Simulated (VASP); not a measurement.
Write the native input for VASP 6.6.1 that does the following.

```yaml
Task: relaxation of cell and atoms
Functional: LDA
Potentials_or_basis: VASP PAW LDA potentials, release 64 (In_d, Se)
Cutoff: 600 eV
k_mesh: 6 × 6 × 6
Occupations: gaussian, width 0.01 eV
Spin: no spin polarisation
Dipole_correction: no
Further_INCAR_settings: ALGO = Normal; EDIFF = 1e-06; IBRION = 2; EDIFFG = -0.05; NSW = 80; ISIF = 3
```

The structure of InSe lies in POSCAR:

```
InSe
1.0
    8.7502530000      0.0000000000      0.0000000000
    7.8359939123      3.8941144014      0.0000000000
    7.8359939123      1.8397324545      3.4321292905
In Se
2 2
Direct
    0.0000000000      0.0000000000      0.0000000000
    0.1114000000      0.1114000000      0.1114000000
    0.6165000000      0.6165000000      0.6165000000
    0.8281000000      0.8281000000      0.8281000000
```

These files were run (other wordings do the same):

INCAR

```
SYSTEM = InSe
  PREC = Accurate
  ENCUT = 600
  EDIFF = 1E-6
  ISMEAR = 0
  SIGMA = 0.01
  LREAL = .FALSE.
  LASPH = .TRUE.
  NELM = 60
  ALGO = Normal
  ISIF = 3
  LWAVE = .FALSE.
  LCHARG = .FALSE.
  IBRION = 2
  NSW = 80
  EDIFFG = -0.05
```

KPOINTS

```
regular mesh
0
G
  6 6 6
  0 0 0
```

Potentials or basis: VASP PAW LDA potentials, release 64 (In_d, Se).

Command:

```console
$ cat potpaw_LDA.64/In_d/POTCAR potpaw_LDA.64/Se/POTCAR > POTCAR
$ mpirun -np 1 vasp_std > vasp.out
```

It gave:

```yaml
Relaxed_volume: 27.86 Å³/atom
Relaxed_cell: a = 8.499 Å, b = 8.499 Å, c = 8.499 Å, α = 26.98°, β = 26.98°, γ = 26.98°
Space_group_after_relaxing_to_0.1_Å: R3m (No. 160)
Energy_gained_by_relaxing: 6.9 meV/atom
Ionic_steps: 13
Pressure_after_relaxing: 0.2 GPa
Largest_force_after_relaxing: 0.036 eV/Å
Band_gap_on_the_k_mesh: 0.27 eV
```

Caveat: spin-orbit coupling is left out, which moves the levels of the heavy elements; the relaxation stopped at a loose force limit of 0.05 eV/Å, so its end isn't a converged minimum.

Run time: 45 min on 1 thread of Intel(R) Xeon(R) Platinum 8259CL CPU @ 2.50GHz (Skylake/Cascade Lake) (shared host), peak memory 0.55 GiB.
